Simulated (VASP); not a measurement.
Wanted: the native input for a VASP 6.6.1 run.

| Quantity | Value |
| --- | --- |
| Task | single point |
| Functional | PBEsol |
| Potentials or basis | VASP PAW PBE potentials, release 64 (Fe) |
| Cutoff | 520 eV |
| k mesh | 18 × 18 × 12 |
| Occupations | gaussian, width 0.1 eV |
| Spin | no spin polarisation |
| Dipole correction | no |
| Further INCAR settings | ALGO = Fast; EDIFF = 1e-06; NBANDS = 15 |

The structure of Fe lies in POSCAR:

```
Fe
1.0
    2.4289031328      0.0000000000      0.0000000000
   -1.2144515664      2.1034918163      0.0000000000
    0.0000000000      0.0000000000      3.8416629158
Fe
2
Direct
    0.3333333333      0.6666666667      0.2500000000
    0.6666666667      0.3333333333      0.7500000000
```

These files were run (other wordings do the same):

INCAR

```
PREC     = Accurate       # precision mode
ENCUT    = 520            # plane-wave cutoff, eV
EDIFF    = 1E-6           # SCF threshold, eV
ISMEAR   = 0              # smearing method
SIGMA    = 0.1            # smearing width, eV
LREAL    = False          # projectors in reciprocal space
LASPH    = True           # aspherical terms in the spheres
NELM     = 80             # most SCF steps
ALGO     = Fast           # electronic algorithm
ISIF     = 2              # what is computed and relaxed
LWAVE    = False          # write WAVECAR
LCHARG   = False          # write CHGCAR
GGA      = PS             # functional
NBANDS   = 15             # bands
```

KPOINTS

```
regular mesh
0
Gamma
  18 18 12
```

Potentials or basis: VASP PAW PBE potentials, release 64 (Fe).

The run is started by

```console
$ cat potpaw_PBE.64/Fe/POTCAR > POTCAR
$ mpirun -np 1 vasp_std > vasp.out
```

Results of the run:

```yaml
Pressure: -0.3 GPa
Band_gap_on_the_k_mesh: zero (band 8 reaches 8.15 eV, above the bottom of band 9 at 6.10 eV)
```

Caveat: the PAW data sets were made with another functional, which shifts forces and pressure a little; the run has no spin polarisation, though such a crystal can be magnetic.

Run time: 75 s on 1 thread of AMD EPYC 7R43 64-Core Processor (Zen 3), on a shared host, peak memory 0.14 GiB.
